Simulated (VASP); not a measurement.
# W (P6/mmm) in VASP: notebook

The runs below take W through single point, with PBE.

Program: VASP 6.6.1. These are calculated values, not measurements. Logs are shortened: lines on timing, memory, paths and dates and some standing lists are left out, and cuts for length are marked.

## Step 1: The cell of the first run

It takes space group P6/mmm (No. 191, hexagonal). The conventional cell has a = 2.743 Å, b = 2.743 Å, c = 2.553 Å, α = 90.00°, β = 90.00°, γ = 120.00°. Within 3.4 Å of W (site symmetry 6/mmm) lie 8 W at 2.55 to 2.74 Å.

## Step 2: Single point, PBE (volume scaled by 0.95)

INCAR

```
SYSTEM = W
PREC = Accurate
ENCUT = 520
EDIFF = 1E-6
ISMEAR = -1
SIGMA = 0.08
LREAL = .FALSE.
LASPH = .TRUE.
NELM = 80
ALGO = Normal
ISIF = 2
LWAVE = .FALSE.
LCHARG = .FALSE.
GGA = PE
NBANDS = 13
```

KPOINTS

```
regular mesh
0
G
  18 18 16
  0 0 0
```

POSCAR

```
W
1.0
    2.7427625359      0.0000000000      0.0000000000
   -1.3713812679      2.3753020326      0.0000000000
    0.0000000000      0.0000000000      2.5527696551
W
1
Direct
    0.0000000000      0.0000000000      0.0000000000
```

Potentials or basis: VASP PAW PBE potentials, release 64 (W_sv).

Started as:

```
$ cat potpaw_PBE.64/W_sv/POTCAR > POTCAR
$ mpirun -np 1 vasp_std > vasp.out
```

OUTCAR:

```text
SYSTEM = W
   PREC = Accurate
   ENCUT = 520
   EDIFF = 1E-6
   ISMEAR = -1
   LREAL = .FALSE.
   LASPH = .TRUE.
   NELM = 80
   ISIF = 2
   GGA = PE

 ion  position               nearest neighbor table
   1  0.000  0.000  0.000-

  LATTYP: Found a hexagonal cell.
 ALAT       =     2.7427625359
 C/A-ratio  =     0.9307293729

  Lattice vectors:

 A1 = (   2.7427625359,   0.0000000000,   0.0000000000)
 A2 = (  -1.3713812679,   2.3753020326,   0.0000000000)
 A3 = (   0.0000000000,   0.0000000000,   2.5527696551)

Analysis of symmetry for initial positions (statically):
=====================================================================
 Subroutine PRICEL returns:
 Original cell was already a primitive cell.

 Routine SETGRP: Setting up the symmetry group for a
 hexagonal supercell.

 Subroutine GETGRP returns: Found 24 space group operations
 (whereof 24 operations were pure point group operations)
 out of a pool of 24 trial point group operations.

The static configuration has the point symmetry D_6h.

Analysis of symmetry for dynamics (positions and initial velocities):
=====================================================================
 Subroutine PRICEL returns:
 Original cell was already a primitive cell.

 Routine SETGRP: Setting up the symmetry group for a
 hexagonal supercell.

 Subroutine GETGRP returns: Found 24 space group operations
 (whereof 24 operations were pure point group operations)
 out of a pool of 24 trial point group operations.

The dynamic configuration has the point symmetry D_6h.

 Subroutine INISYM returns: Found 24 space group operations
 (whereof 24 operations are pure point group operations),
 and found     1 'primitive' translations

----------------------------------------------------------------------------------------

                                     Primitive cell

  volume of cell :      16.6310

  direct lattice vectors                    reciprocal lattice vectors
     2.742762536  0.000000000  0.000000000     0.364595909  0.210499546  0.000000000
    -1.371381268  2.375302033  0.000000000     0.000000000  0.420999092  0.000000000
     0.000000000  0.000000000  2.552769655     0.000000000  0.000000000  0.391731388

  length of vectors
     2.742762536  2.742762536  2.552769655     0.420999092  0.420999092  0.391731388

  position of ions in fractional coordinates (direct lattice)
     0.000000000  0.000000000  0.000000000

  ion indices of the primitive-cell ions
   primitive index   ion index
                 1           1

----------------------------------------------------------------------------------------

 KPOINTS: regular mesh

Automatic generation of k-mesh.
 Grid dimensions read from file:
 generate k-points for:   18   18   16

 Generating k-lattice:

  Cartesian coordinates                     Fractional coordinates (reciprocal lattice)
     0.020255328  0.011694419  0.000000000     0.055555556  0.000000000  0.000000000
     0.000000000  0.023388838  0.000000000     0.000000000  0.055555556  0.000000000
     0.000000000  0.000000000  0.024483212     0.000000000  0.000000000  0.062500000

  Length of vectors
     0.023388838  0.023388838  0.024483212

  Shift w.r.t. Gamma in fractional coordinates (k-lattice)
     0.000000000  0.000000000  0.000000000

 Subroutine IBZKPT returns following result:
 ===========================================

 Found    333 irreducible k-points:

 Following reciprocal coordinates:
            Coordinates               Weight
  0.000000  0.000000  0.000000      1.000000
  0.055556  0.000000  0.000000      6.000000
  0.111111  0.000000  0.000000      6.000000
  0.166667 -0.000000  0.000000      6.000000
  0.222222  0.000000  0.000000      6.000000
  0.277778  0.000000  0.000000      6.000000
[... 16 lines left out ...]
  0.333333  0.111111  0.000000     12.000000
  0.388889  0.111111  0.000000     12.000000
 [... further k-points ...]
   k-points           NKPTS =    333   k-points in BZ     NKDIM =    333   number of bands    NBANDS=     13
   number of dos      NEDOS =    301   number of ions     NIONS =      1
   total plane-waves  NPLWV =   8000
   dimension x,y,z NGX =    20 NGY =   20 NGZ =   20
   dimension x,y,z NGXF=    40 NGYF=   40 NGZF=   40
   ions per type =               1
   NGX,Y,Z   is equivalent  to a cutoff of  12.12, 12.12, 13.02 a.u.
   NGXF,Y,Z  is equivalent  to a cutoff of  24.25, 24.25, 26.05 a.u.
 SYSTEM =  W
   PREC   = accura    normal or accurate (medium, high low for compatibility)
   ISTART =      0    job   : 0-new  1-cont  2-samecut
   ICHARG =      2    charge: 1-file 2-atom 10-const
   ISPIN  =      1    spin polarized calculation?
   LNONCOLLINEAR =      F non collinear calculations
   LSORBIT =      F    spin-orbit coupling
   LASPH  =      T    aspherical Exc in radial PAW
   ENCUT  =  520.0 eV  38.22 Ry    6.18 a.u.   5.10  5.10  4.75*2*pi/ulx,y,z
   NELM   =     80;   NELMIN=  2; NELMDL= -5     # of ELM steps
   EDIFF  = 0.1E-05   stopping-criterion for ELM
   LREAL  =      F    real-space projection
   EDIFFG = 0.1E-04   stopping-criterion for IOM
   NSW    =      0    number of steps for IOM
   IBRION =     -1    ionic relax: 0-MD 1-quasi-New 2-CG
   NFREE  =      0    steps in history (QN), initial steepest desc. (CG)
   ISIF   =      2    stress and relaxation
   ISYM   =      2    0-nonsym 1-usesym 2-fastsym
   POTIM  = 0.5000    time-step for ionic-motion
   TEBEG  =    0.0;   TEEND  =   0.0 temperature during run
   PSTRESS=    0.0 pullay stress
   NELECT =      14.0000    total number of electrons
   NUPDOWN=      -1.0000    fix difference up-down
   EMIN   =  10.00;   EMAX   =-10.00  energy-range for DOS
   EFERMI =   0.00;   METHOD = LEGACY
   ISMEAR =    -1;   SIGMA  =   0.08  broadening in eV -4-tet -1-fermi 0-gaus
   EFERMI_NEDOS =   21; number of points for ismear=-14 and -15
   IALGO  =     38    algorithm
   IMIX   =      4    mixing-type and parameters
     AMIX     =   0.40;   BMIX     =  1.00
     AMIX_MAG =   1.60;   BMIX_MAG =  1.00
  volume/ion in A,a.u.               =      16.63       112.23
  Fermi-wavevector in a.u.,A,eV,Ry     =   1.545769  2.921080 32.509789  2.389402
  Thomas-Fermi vector in A             =   2.651101
   LORBIT       =      0    0 simple, 1 ext, 2 COOP (PROOUT), +10 PAW based schemes
   GGA     = PE    functional components
   LHFCALC =     F    Hartree Fock is set to
   AEXX    =    0.0000 exact exchange contribution
   IVDW    =     0    specifies the selected vdW correction
   LEPSILON=     F    determine dielectric tensor
   LRPA    =     F    only Hartree local field effects (RPA)
 non-spin polarized calculation
  energy-cutoff  :      520.00
  volume of cell :       16.63
 maximum number of plane-waves:       461
   NGX = 11   NGY = 11   NGZ =  9

 number of electron      13.9999999 magnetization

 Free energy of the ion-electron system (eV)
  ---------------------------------------------------
  ext. energy  EPLUGINS =         0.00000000
  ---------------------------------------------------
  free energy    TOTEN  =       -11.75044962 eV

  energy without entropy =      -11.73169553  energy(sigma->0) =      -11.74107258

 E-fermi :  10.6944     XC(G=0): -13.2753

 val. band max:       10.6735588223   @ k =   0.0556   0.0000   0.4375
 cond. band min:      10.7007809254   @ k =   0.1667   0.1111   0.5000
 fundamental gap:      0.0272221030
 Fermi energy:        10.6944468921

 k-point     1 :       0.0000    0.0000    0.0000
  band No.  band energies     occupation
      1     -63.3098      2.00000
      2     -26.8869      2.00000
      3     -26.8869      2.00000
      4     -26.8182      2.00000
      5       1.4998      2.00000
      6       5.9575      2.00000
      7       9.8306      1.99996
      8       9.8306      1.99996
      9      15.9979      0.00000
     10      15.9979      0.00000
     11      23.2695      0.00000
     12      26.0430      0.00000
     13      30.9389      0.00000

 k-point     2 :       0.0556    0.0000    0.0000
  band No.  band energies     occupation
      1     -63.3063      2.00000
      2     -26.9290      2.00000
      3     -26.8963      2.00000
      4     -26.8140      2.00000
      5       1.6320      2.00000
      6       6.0154      2.00000
      7       9.6804      1.99999
      8       9.9569      1.99980
      9      15.8119      0.00000
     10      15.9699      0.00000
     11      23.6031      0.00000
     12      26.3453      0.00000
     13      30.0409      0.00000

 k-point     3 :       0.1111    0.0000    0.0000
  band No.  band energies     occupation
      1     -63.2961      2.00000
      2     -27.0490      2.00000
      3     -26.9233      2.00000
      4     -26.8016      2.00000
      5       2.0122      2.00000
      6       6.1824      2.00000
      7       9.2954      2.00000
      8      10.3320      1.97869
      9      15.3232      0.00000
     10      15.8901      0.00000
     11      24.5200      0.00000
     12      27.1721      0.00000
     13      28.4405      0.00000
[... 305 lines left out ...]
 k-point    23 :       0.3333    0.1111    0.0000
  band No.  band energies     occupation
      1     -63.2008      2.00000
      2     -28.0102      2.00000
      3     -27.2475      2.00000
      4     -26.6864      2.00000
      5       5.1768      2.00000
      6       6.7980      2.00000
      7       9.4079      2.00000
      8      12.5038      0.00000
      9      14.9029      0.00000
     10      15.5707      0.00000
     11      20.9355      0.00000
     12      23.7605      0.00000
     13      28.6197      0.00000

 k-point    24 :       0.3889    0.1111    0.0000
  band No.  band energies     occupation
      1     -63.1910      2.00000
      2     -28.1014      2.00000
      3     -27.2807      2.00000
      4     -26.6746      2.00000
      5       5.2522      2.00000
      6       6.8885      2.00000
      7      10.0195      1.99957
      8      12.2907      0.00000
      9      14.8063      0.00000
     10      16.4472      0.00000
     11      20.1606      0.00000
     12      22.9785      0.00000
     13      28.0065      0.00000

 [... further k-points ...]

------------------------ aborting loop because EDIFF is reached ----------------------------------------

  FORCE on cell =-STRESS in cart. coord.  units (eV):
  Direction    XX          YY          ZZ          XY          YZ          ZX
  --------------------------------------------------------------------------------------
  -------------------------------------------------------------------------------------
  Total        1.4349885      1.4349885      1.5053375      0.0000000     -0.0000000     -0.0000000
  in kB      138.2421019    138.2421019    145.0192914      0.0000000     -0.0000000     -0.0000000
  external PRESSURE =     140.5011651 kB  Pullay stress =       0.0000000 kB

 VOLUME and BASIS-vectors are now :
 -----------------------------------------------------------------------------
  energy-cutoff  :      520.00
  volume of cell :       16.63
      direct lattice vectors                 reciprocal lattice vectors
     2.742762536  0.000000000  0.000000000     0.364595909  0.210499546  0.000000000
    -1.371381268  2.375302033  0.000000000     0.000000000  0.420999092  0.000000000
     0.000000000  0.000000000  2.552769655     0.000000000  0.000000000  0.391731388

 POSITION                                       TOTAL-FORCE (eV/Angst)
 -----------------------------------------------------------------------------------
      0.00000      0.00000      0.00000        -0.000000      0.000000      0.000000
 -----------------------------------------------------------------------------------
    total drift:                                0.000000      0.000000      0.000000

  FREE ENERGIE OF THE ION-ELECTRON SYSTEM (eV)
  ---------------------------------------------------
  free  energy   TOTEN  =       -11.7504496191 eV

  energy  without entropy=      -11.7316955328  energy(sigma->0) =      -11.74107258
```

It took 58 s on 1 thread of Intel Xeon Platinum 8488C (Sapphire Rapids), shared host; peak memory 0.18 GiB.

What came out:

| Property | Result |
| --- | --- |
| Free energy | -11.7504 eV |
| Pressure | 14.1 GPa |
| Band gap on the k mesh | zero (band 7 reaches 11.68 eV, above the bottom of band 8 at 9.78 eV) |

Levels at points of the mesh, in eV from the Fermi level:
```csv
k point,band 3,band 4,band 5,band 6,band 7,band 8,band 9,band 10,band 11,band 12
"(0.00, 0.00, 0.00)",-37.58,-37.51,-9.19,-4.74,-0.86,-0.86,5.30,5.30,12.58,15.35
"(0.50, 0.00, 0.00)",-37.89,-37.37,-5.94,-3.83,0.09,1.39,4.45,5.60,9.87,12.81
"(0.00, 0.00, 0.50)",-37.43,-37.43,-5.48,-0.86,0.14,0.14,1.13,1.13,10.68,15.85
"(0.50, 0.00, 0.50)",-38.64,-37.71,-5.89,-3.96,-0.40,5.63,6.07,6.35,7.62,15.79
```

Caveat: spin-orbit coupling is left out, which moves the levels of the heavy elements.

[end of part 1 of 2]
